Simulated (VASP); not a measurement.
# BiAsS (P4/nmm) in VASP: further runs, part 2 of 2

VASP 6.6.1.

**3. Single point, PBE**

This run uses another cell than the first one, of 26.73 Å³/atom, 1.018 times its volume.

File INCAR:

```
SYSTEM = BiAsS
ALGO = Normal ; EDIFF = 1E-7
ENCUT = 520 ; GGA = PE
ISIF = 2 ; ISMEAR = 0
LASPH = .True. ; LCHARG = .False.
LREAL = .False. ; LWAVE = .False.
NBANDS = 35 ; NELM = 60
PREC = Accurate ; SIGMA = 0.1
```

File KPOINTS:

```
k-points
0
Gamma
  4 4 4
  0 0 0
```

File POSCAR:

```
BiAsS
1.0
    5.0426031300      0.0000000000      0.0000000000
    0.0000000000      5.0426031300      0.0000000000
    0.0000000000      0.0000000000      6.3070004500
Bi As S
2 2 2
Direct
    0.5000000000      0.0000000000      0.3629832000
    0.0000000000      0.5000000000      0.6370168000
    0.5000000000      0.5000000000      0.0000000000
    0.0000000000      0.0000000000      0.0000000000
    0.5000000000      0.5000000000      0.5000000000
    0.0000000000      0.0000000000      0.5000000000
```

Potentials or basis: VASP PAW PBE potentials, release 64 (Bi_d, As, S).

Started as:

```bash
cat potpaw_PBE.64/Bi_d/POTCAR potpaw_PBE.64/As/POTCAR potpaw_PBE.64/S/POTCAR > POTCAR
mpirun -np 1 vasp_std > vasp.out
```

OUTCAR:

```text
SYSTEM = BiAsS
   EDIFF = 1E-7
   ENCUT = 520
   GGA = PE
   ISIF = 2
   ISMEAR = 0
   LASPH = .True.
   LREAL = .False.
   NELM = 60
   PREC = Accurate

 ion  position               nearest neighbor table
   1  0.500  0.000  0.363-   5 2.67   6 2.67   5 2.67   6 2.67   3 3.41   3 3.41   4 3.41   4 3.41

   2  0.000  0.500  0.637-   5 2.67   6 2.67   6 2.67   5 2.67   4 3.41   3 3.41   3 3.41   4 3.41

   3  0.500  0.500  0.000-   1 3.41   2 3.41   1 3.41   2 3.41
   4  0.000  0.000  0.000-   1 3.41   2 3.41   2 3.41   1 3.41
   5  0.500  0.500  0.500-   1 2.67   2 2.67   1 2.67   2 2.67
   6  0.000  0.000  0.500-   1 2.67   2 2.67   2 2.67   1 2.67

  LATTYP: Found a simple tetragonal cell.
 ALAT       =     5.0426031300
 C/A-ratio  =     1.2507429769

  Lattice vectors:

 A1 = (   5.0426031300,   0.0000000000,   0.0000000000)
 A2 = (   0.0000000000,   5.0426031300,   0.0000000000)
 A3 = (   0.0000000000,   0.0000000000,   6.3070004500)

Analysis of symmetry for initial positions (statically):
=====================================================================
 Subroutine PRICEL returns:
 Original cell was already a primitive cell.

 Routine SETGRP: Setting up the symmetry group for a
 simple tetragonal supercell.

 Subroutine GETGRP returns: Found 16 space group operations
 (whereof  8 operations were pure point group operations)
 out of a pool of 16 trial point group operations.

The static configuration has the point symmetry D_2d.
 The point group associated with its full space group is D_4h.

Analysis of symmetry for dynamics (positions and initial velocities):
=====================================================================
 Subroutine PRICEL returns:
 Original cell was already a primitive cell.
[... 127 lines left out ...]
   IALGO  =     38    algorithm
   IMIX   =      4    mixing-type and parameters
     AMIX     =   0.40;   BMIX     =  1.00
     AMIX_MAG =   1.60;   BMIX_MAG =  1.00
  volume/ion in A,a.u.               =      26.73       180.38
  Fermi-wavevector in a.u.,A,eV,Ry     =   1.124687  2.125351 17.210303  1.264922
  Thomas-Fermi vector in A             =   2.261360
   LORBIT       =      0    0 simple, 1 ext, 2 COOP (PROOUT), +10 PAW based schemes
   GGA     = PE    functional components
   LHFCALC =     F    Hartree Fock is set to
   AEXX    =    0.0000 exact exchange contribution
   IVDW    =     0    specifies the selected vdW correction
   LEPSILON=     F    determine dielectric tensor
   LRPA    =     F    only Hartree local field effects (RPA)
 non-spin polarized calculation
 Gauss-broadening in eV      SIGMA  =   0.10
  energy-cutoff  :      520.00
  volume of cell :      160.37
 maximum number of plane-waves:      4344
 NGX is ok and might be reduce to    40
   NGX = 19   NGY = 19   NGZ = 23

 number of electron      52.0000012 magnetization

 Free energy of the ion-electron system (eV)
  ---------------------------------------------------
  ext. energy  EPLUGINS =         0.00000000
  ---------------------------------------------------
  free energy    TOTEN  =       -22.67521164 eV

  energy without entropy =      -22.66298112  energy(sigma->0) =      -22.66909638

 E-fermi :   5.3873     XC(G=0):  -9.4557

 val. band max:        5.3557909272   @ k =   0.2500   0.2500   0.0000
 cond. band min:       5.4961372670   @ k =   0.2500   0.0000   0.0000
 fundamental gap:      0.1403463398
 Fermi energy:         5.3873219427

 k-point     1 :       0.0000    0.0000    0.0000
  band No.  band energies     occupation
      1     -18.1834      2.00000
      2     -18.1099      2.00000
      3     -18.1062      2.00000
      4     -18.0682      2.00000
      5     -18.0682      2.00000
      6     -18.0619      2.00000
[... 673 lines left out ...]
     34       8.1057      0.00000
     35      10.0262      0.00000

------------------------ aborting loop because EDIFF is reached ----------------------------------------

  FORCE on cell =-STRESS in cart. coord.  units (eV):
  Direction    XX          YY          ZZ          XY          YZ          ZX
  --------------------------------------------------------------------------------------
  -------------------------------------------------------------------------------------
  Total        5.4610544      5.4610544      2.4553376      0.0000000      0.0000000      0.0000000
  in kB       54.5575234     54.5575234     24.5295376      0.0000000      0.0000000      0.0000000
  external PRESSURE =      44.5481948 kB  Pullay stress =       0.0000000 kB

 VOLUME and BASIS-vectors are now :
 -----------------------------------------------------------------------------
  energy-cutoff  :      520.00
  volume of cell :      160.37
      direct lattice vectors                 reciprocal lattice vectors
     5.042603130  0.000000000  0.000000000     0.198310272  0.000000000  0.000000000
     0.000000000  5.042603130  0.000000000     0.000000000  0.198310272  0.000000000
     0.000000000  0.000000000  6.307000450     0.000000000  0.000000000  0.158553976

 POSITION                                       TOTAL-FORCE (eV/Angst)
 -----------------------------------------------------------------------------------
      2.52130      0.00000      2.28934         0.000000      0.000000     -2.411669
      0.00000      2.52130      4.01767        -0.000000      0.000000      2.411669
      2.52130      2.52130      0.00000        -0.000000      0.000000      0.000000
      0.00000      0.00000      0.00000        -0.000000      0.000000      0.000000
      2.52130      2.52130      3.15350        -0.000000      0.000000      0.000000
      0.00000      0.00000      3.15350         0.000000     -0.000000      0.000000
 -----------------------------------------------------------------------------------
    total drift:                               -0.000000      0.000000      0.000000

  FREE ENERGIE OF THE ION-ELECTRON SYSTEM (eV)
  ---------------------------------------------------
  free  energy   TOTEN  =       -22.6752116414 eV

  energy  without entropy=      -22.6629811218  energy(sigma->0) =      -22.66909638
```

stdout:

```text
POSCAR found type information on POSCAR BiAsS
 POSCAR found :  3 types and       6 ions
 scaLAPACK will be used
 LDA part: xc-table for (Slater+PW92), standard interpolation
 POSCAR, INCAR and KPOINTS ok, starting setup
 FFT: planning ... GRIDC
 FFT: planning ... GRID_SOFT
 FFT: planning ... GRID
 WAVECAR not read
 entering main loop
```

It took 86 s on 1 thread of Intel Xeon Platinum 8375C at 2.90GHz (Ice Lake), shared host; peak memory 0.3 GiB.

What came out:

* Free energy: -22.6752 eV
* Pressure: 4.5 GPa
* Largest force: 2.412 eV/Å
* Band gap on the k mesh: zero (band 26 reaches 6.26 eV, above the bottom of band 27 at 4.72 eV)

Forces on the atoms (eV/Å):
```
Bi   0.000  0.000 -2.412
Bi   0.000  0.000  2.412
As   0.000  0.000  0.000
As   0.000  0.000  0.000
S    0.000  0.000  0.000
S    0.000  0.000  0.000
```

Stress tensor (GPa, compression positive):
```
5.46 0.00 0.00
0.00 5.46 0.00
0.00 0.00 2.45
```

Levels at points of the mesh, in eV from the Fermi level:
```
           k point  band 22  band 23  band 24  band 25  band 26  band 27  band 28  band 29  band 30  band 31
(0.00, 0.00, 0.00)    -3.71    -1.83    -1.83    -0.23     0.26     0.98     0.98     1.67     1.77     1.77
(0.50, 0.00, 0.00)    -2.51    -1.08    -1.08    -0.71    -0.71     0.81     0.81     1.75     1.75     2.69
(0.50, 0.50, 0.00)    -2.38    -2.14    -2.14     0.87     0.87     1.30     1.30     1.83     1.83     2.16
(0.00, 0.00, 0.50)    -2.47    -2.36    -2.19    -2.19    -0.18     0.31     0.73     0.93     0.93     3.06
(0.50, 0.00, 0.50)    -2.82    -1.23    -1.23    -1.09    -1.09    -0.67    -0.67     1.91     1.91     3.12
(0.50, 0.50, 0.50)    -2.36    -1.31    -1.31    -1.12    -1.12     1.47     1.47     1.72     1.72     2.13
```

Caveat: spin-orbit coupling is left out, which moves the levels of the heavy elements; forces of over 1 eV/Å act on the atoms, so gaps and moduli don't describe the material at rest.
